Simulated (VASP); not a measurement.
# Sn2Te (P1) in VASP: single point with PBE

Aim: the single point of Sn2Te with PBE.

All numbers are computed with VASP 6.6.1; they aren't measurements. Logs are shortened: lines on timing, memory, paths and dates and some standing lists are left out, and cuts for length are marked.

## 1. The cell of the first run

The typed cell holds 9 atoms: a = 4.531 Å, b = 4.617 Å, c = 15.970 Å, α = 90.21°, β = 90.03°, γ = 119.51°.

## 2. Single point, PBE

INCAR

```
SYSTEM = Sn2Te
PREC = Accurate
ENCUT = 520
EDIFF = 1E-6
ISMEAR = 0
SIGMA = 0.2
LREAL = .False.
LASPH = .True.
NELM = 60
ALGO = Fast
ISIF = 2
LWAVE = .False.
LCHARG = .False.
GGA = PE
NBANDS = 61
```

KPOINTS

```
Automatic mesh
0
Gamma
  6 6 2
  0 0 0
```

POSCAR

```
Sn2Te
1.0
    0.0049517285     -4.5305828729      0.0013008059
   -4.0203049517      2.2696715215     -0.0069112971
    0.0975105533      0.0043816175    -15.9701993241
Sn Te
6 3
Direct
    0.3463799065      0.6961851010      0.4569733408
    0.6739161407      0.3544854814      0.5429799494
    0.9763072032      0.9526926178      0.3441299389
    0.9805985972      0.9523783959      0.6559954912
    0.6561481256      0.3090410847      0.8853625776
    0.3231844746      0.6425246467      0.1150248782
    0.3502919933      0.7019334759      0.7706505872
    0.6799461789      0.3619186700      0.2289920177
    0.0170815419      0.0365488504      0.9998912190
```

Potentials or basis: VASP PAW PBE potentials, release 64 (Sn_d, Te).

Run with:

```bash
$ cat potpaw_PBE.64/Sn_d/POTCAR potpaw_PBE.64/Te/POTCAR > POTCAR
$ mpirun -np 1 vasp_std > vasp.out
```

OUTCAR:

```text
SYSTEM = Sn2Te
   PREC = Accurate
   ENCUT = 520
   EDIFF = 1E-6
   ISMEAR = 0
   LREAL = .False.
   LASPH = .True.
   NELM = 60
   ISIF = 2
   GGA = PE

 ion  position               nearest neighbor table
   1  0.346  0.696  0.457-   2 2.97   2 2.98   2 2.99   3 3.07   3 3.08   3 3.48
   2  0.674  0.354  0.543-   1 2.97   1 2.98   1 2.99   4 3.00   4 3.30   4 3.35
   3  0.976  0.953  0.344-   8 3.00   1 3.07   1 3.08   8 3.35   8 3.36   1 3.48
   4  0.981  0.952  0.656-   2 3.00   7 3.07   7 3.10   2 3.30   2 3.35   7 3.52
   5  0.656  0.309  0.885-   7 3.04   9 3.11   9 3.12   7 3.31   7 3.33   9 3.44
   6  0.323  0.643  0.115-   9 3.04   8 3.11   8 3.13   9 3.31   9 3.33   8 3.41
   7  0.350  0.702  0.771-   5 3.04   4 3.07   4 3.10   5 3.31   5 3.33   4 3.52
   8  0.680  0.362  0.229-   3 3.00   6 3.11   6 3.13   3 3.35   3 3.36   6 3.41
   9  0.017  0.037  1.000-   6 3.04   5 3.11   5 3.12   6 3.31   6 3.33   5 3.44

  LATTYP: Found a triclinic cell.
 ALAT       =     4.6081246862
 B/A-ratio  =     0.9831734326
 C/A-ratio  =     3.4657260163
 COS(alpha) =     0.0005547947
 COS(beta)  =     0.0042373687
 COS(gamma) =     0.4896828641

  Lattice vectors:

 A1 = (  -4.0153532232,  -2.2609113514,  -0.0056104912)
 A2 = (   0.0049517285,  -4.5305828729,   0.0013008059)
 A3 = (  -0.0975105533,  -0.0043816175,  15.9701993241)

Analysis of symmetry for initial positions (statically):
=====================================================================
 Subroutine PRICEL returns:
 Original cell was already a primitive cell.

 Routine SETGRP: Setting up the symmetry group for a
 triclinic supercell.

 Subroutine GETGRP returns: Found  1 space group operations
 (whereof  1 operations were pure point group operations)
 out of a pool of  2 trial point group operations.

The static configuration has the point symmetry C_1 .

Analysis of symmetry for dynamics (positions and initial velocities):
=====================================================================
 Subroutine PRICEL returns:
 Original cell was already a primitive cell.

 Routine SETGRP: Setting up the symmetry group for a
 triclinic supercell.

 Subroutine GETGRP returns: Found  1 space group operations
 (whereof  1 operations were pure point group operations)
 out of a pool of  2 trial point group operations.

The dynamic configuration has the point symmetry C_1 .

[... 106 lines left out ...]
   ISPIN  =      1    spin polarized calculation?
   LNONCOLLINEAR =      F non collinear calculations
   LSORBIT =      F    spin-orbit coupling
   LASPH  =      T    aspherical Exc in radial PAW
   ENCUT  =  520.0 eV  38.22 Ry    6.18 a.u.   8.42  8.58 29.69*2*pi/ulx,y,z
   NELM   =     60;   NELMIN=  2; NELMDL= -5     # of ELM steps
   EDIFF  = 0.1E-05   stopping-criterion for ELM
   LREAL  =      F    real-space projection
[... 7 lines left out ...]
   TEBEG  =    0.0;   TEEND  =   0.0 temperature during run
   PSTRESS=    0.0 pullay stress
   NELECT =     102.0000    total number of electrons
   NUPDOWN=      -1.0000    fix difference up-down
   EMIN   =  10.00;   EMAX   =-10.00  energy-range for DOS
   EFERMI =   0.00;   METHOD = LEGACY
   ISMEAR =     0;   SIGMA  =   0.20  broadening in eV -4-tet -1-fermi 0-gaus
   EFERMI_NEDOS =   21; number of points for ismear=-14 and -15
   IALGO  =     68    algorithm
   IMIX   =      4    mixing-type and parameters
     AMIX     =   0.40;   BMIX     =  1.00
     AMIX_MAG =   1.60;   BMIX_MAG =  1.00
  volume/ion in A,a.u.               =      32.30       217.98
  Fermi-wavevector in a.u.,A,eV,Ry     =   1.154663  2.181996 18.139907  1.333246
  Thomas-Fermi vector in A             =   2.291297
   LORBIT       =      0    0 simple, 1 ext, 2 COOP (PROOUT), +10 PAW based schemes
   GGA     = PE    functional components
   LHFCALC =     F    Hartree Fock is set to
   AEXX    =    0.0000 exact exchange contribution
   IVDW    =     0    specifies the selected vdW correction
   LEPSILON=     F    determine dielectric tensor
   LRPA    =     F    only Hartree local field effects (RPA)
 non-spin polarized calculation
 RMM-DIIS sequential band-by-band and
 Gauss-broadening in eV      SIGMA  =   0.20
  energy-cutoff  :      520.00
  volume of cell :      290.71
 maximum number of plane-waves:      7884
 NGX is ok and might be reduce to    36
   NGX = 17   NGY = 17   NGZ = 59

 number of electron     101.9999985 magnetization

 Free energy of the ion-electron system (eV)
  ---------------------------------------------------
  ext. energy  EPLUGINS =         0.00000000
  ---------------------------------------------------
  free energy    TOTEN  =       -33.83011545 eV

  energy without entropy =      -33.80496494  energy(sigma->0) =      -33.81754019

 E-fermi :   6.4323     XC(G=0):  -9.3716

 val. band max:        6.2594962291   @ k =   0.0000   0.1667   0.0000
 cond. band min:       6.4427583731   @ k =   0.5000   0.0000  -0.0000
 fundamental gap:      0.1832621441
 Fermi energy:         6.4322655962

 k-point     1 :       0.0000    0.0000    0.0000
  band No.  band energies     occupation
      1     -15.4784      2.00000
      2     -15.4780      2.00000
      3     -15.4737      2.00000
      4     -15.4697      2.00000
      5     -15.4683      2.00000
      6     -15.4680      2.00000
[... 1525 lines left out ...]
     60       9.7164      0.00000
     61      10.0068      0.00000

 [... further k-points ...]
[... 5 lines left out ...]
  --------------------------------------------------------------------------------------
  -------------------------------------------------------------------------------------
  Total       -0.0860401     -0.0548381     -0.0514021     -0.0117900      0.0101186     -0.0214172
  in kB       -0.4741898     -0.3022275     -0.2832905     -0.0649777      0.0557663     -0.1180359
  external PRESSURE =      -0.3532359 kB  Pullay stress =       0.0000000 kB

 VOLUME and BASIS-vectors are now :
 -----------------------------------------------------------------------------
  energy-cutoff  :      520.00
  volume of cell :      290.71
      direct lattice vectors                 reciprocal lattice vectors
     0.004951728 -4.530582873  0.001300806    -0.124684804 -0.220858663 -0.000821893
    -4.020304952  2.269671521 -0.006911297    -0.248888556 -0.000272461 -0.001519734
     0.097510553  0.004381617-15.970199324     0.000097554 -0.000017871 -0.062616035

 POSITION                                       TOTAL-FORCE (eV/Angst)
 -----------------------------------------------------------------------------------
     -2.75260      0.01281     -7.30232        -0.003227      0.009364      0.018025
     -1.36886     -2.24629     -8.67307        -0.008062     -0.011566     -0.005071
     -3.79172     -2.25943     -5.50114         0.009013     -0.013617      0.006021
     -3.76003     -2.27822    -10.48169         0.009625      0.014502     -0.009970
     -1.15286     -2.26743    -14.14070        -0.028334     -0.002330     -0.016719
     -2.57033     -0.00539     -1.84099        -0.008762      0.005940     -0.021747
     -2.74511      0.00951    -12.31184         0.012506     -0.006673      0.002469
     -1.42933     -2.25811     -3.65867        -0.000758      0.006148      0.013672
     -0.04935      0.00995    -15.96869         0.017998     -0.001767      0.013319
 -----------------------------------------------------------------------------------
    total drift:                               -0.000525      0.000036     -0.000760

  FREE ENERGIE OF THE ION-ELECTRON SYSTEM (eV)
  ---------------------------------------------------
  free  energy   TOTEN  =       -33.8301154498 eV

  energy  without entropy=      -33.8049649387  energy(sigma->0) =      -33.81754019
```

OSZICAR:

```text
N       E                     dE             d eps       ncg     rms          rms(c)
DAV:   1     0.111976945115E+04    0.11198E+04   -0.47200E+04  5127   0.217E+03
DAV:   2     0.157891458091E+03   -0.96188E+03   -0.94338E+03  4880   0.624E+02
DAV:   3    -0.202658728863E+02   -0.17816E+03   -0.17332E+03  5428   0.215E+02
DAV:   4    -0.336324797263E+02   -0.13367E+02   -0.13153E+02  5683   0.598E+01
DAV:   5    -0.341135921293E+02   -0.48111E+00   -0.47924E+00  6385   0.116E+01    0.784E+00
RMM:   6    -0.338319478038E+02    0.28164E+00   -0.55551E-01  6022   0.313E+00    0.508E+00
RMM:   7    -0.338426998271E+02   -0.10752E-01   -0.37332E-01  5917   0.223E+00    0.125E+00
RMM:   8    -0.338335540540E+02    0.91458E-02   -0.89684E-02  7622   0.127E+00    0.450E-01
RMM:   9    -0.338294222186E+02    0.41318E-02   -0.19678E-02  6091   0.639E-01    0.150E-01
RMM:  10    -0.338300386501E+02   -0.61643E-03   -0.65640E-03  7668   0.359E-01    0.164E-01
RMM:  11    -0.338301448428E+02   -0.10619E-03   -0.90886E-04  7789   0.130E-01    0.226E-01
RMM:  12    -0.338301114629E+02    0.33380E-04   -0.29538E-04  5919   0.913E-02    0.580E-02
RMM:  13    -0.338301136770E+02   -0.22142E-05   -0.11327E-04  7200   0.438E-02    0.276E-02
RMM:  14    -0.338301159918E+02   -0.23148E-05   -0.20791E-05  6327   0.173E-02    0.293E-02
RMM:  15    -0.338301154498E+02    0.54199E-06   -0.25221E-06  4101   0.742E-03
   1 F= -.33830115E+02 E0= -.33817540E+02  d E =-.251505E-01
```

stdout:

```text
POSCAR found type information on POSCAR SnTe
 POSCAR found :  2 types and       9 ions
 scaLAPACK will be used
 LDA part: xc-table for (Slater+PW92), standard interpolation
 POSCAR, INCAR and KPOINTS ok, starting setup
 FFT: planning ... GRIDC
 FFT: planning ... GRID_SOFT
 FFT: planning ... GRID
 WAVECAR not read
 entering main loop
```

It took 7.8 min on 1 thread of Intel Xeon 6975P-C (Granite Rapids), shared host; peak memory 0.69 GiB.

What came out:

* Free energy: -33.8301 eV
* Pressure: 0.0 GPa
* Largest force: 0.033 eV/Å
* Band gap on the k mesh: zero (bands 51 and 52 overlap by 0.18 eV)

Forces in eV/Å, atoms in the order of the input:
```
Sn  -0.003  0.009  0.018
Sn  -0.008 -0.012 -0.005
Sn   0.009 -0.014  0.006
Sn   0.010  0.015 -0.010
Sn  -0.028 -0.002 -0.017
Sn  -0.009  0.006 -0.022
Te   0.013 -0.007  0.002
Te  -0.001  0.006  0.014
Te   0.018 -0.002  0.013
```

Caveat: semilocal functionals underestimate gaps, and a narrow one can read as zero; spin-orbit coupling is left out, which moves the levels of the heavy elements.

The gap in the log of VASP goes by the Fermi energy; the results here count the filled bands.